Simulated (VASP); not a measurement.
Na4Os, 5 atoms in the cell. Symmetry: P-43m, No. 215, cubic system. The conventional cell has a = 4.727 Å, b = 4.727 Å, c = 4.727 Å, α = 90.00°, β = 90.00°, γ = 90.00°. Within 2.7 Å of Na (site symmetry 3m) lie 1 Os at 2.05 Å. Os (site symmetry -43m) has 4 Na at 2.05 Å within 2.7 Å. 

```yaml
Program: VASP 6.6.1
Task: single point
Functional: PBE
Potentials_or_basis: VASP PAW PBE potentials, release 64 (Na_pv, Os)
Cutoff: 520 eV
k_mesh: 4 × 4 × 4
Occupations: gaussian, width 0.1 eV
Spin: no spin polarisation
Dipole_correction: no
Further_INCAR_settings: ALGO = Normal; EDIFF = 1e-06; NBANDS = 26
```

Potentials or basis: VASP PAW PBE potentials, release 64 (Na_pv, Os).

Command:

```sh
$ cat potpaw_PBE.64/Na_pv/POTCAR potpaw_PBE.64/Os/POTCAR > POTCAR
$ mpirun -np 1 vasp_std > vasp.out
```

Hardware: 1 thread of Intel(R) Xeon(R) 6975P-C (Granite Rapids) (shared host).

Problem. Estimate the wall time of this run.

Solution. Wall time 9.5 s on 1 thread of Intel(R) Xeon(R) 6975P-C (Granite Rapids) (shared host), peak memory 0.2 GiB. Counts: scf iterations 14, k points 10.
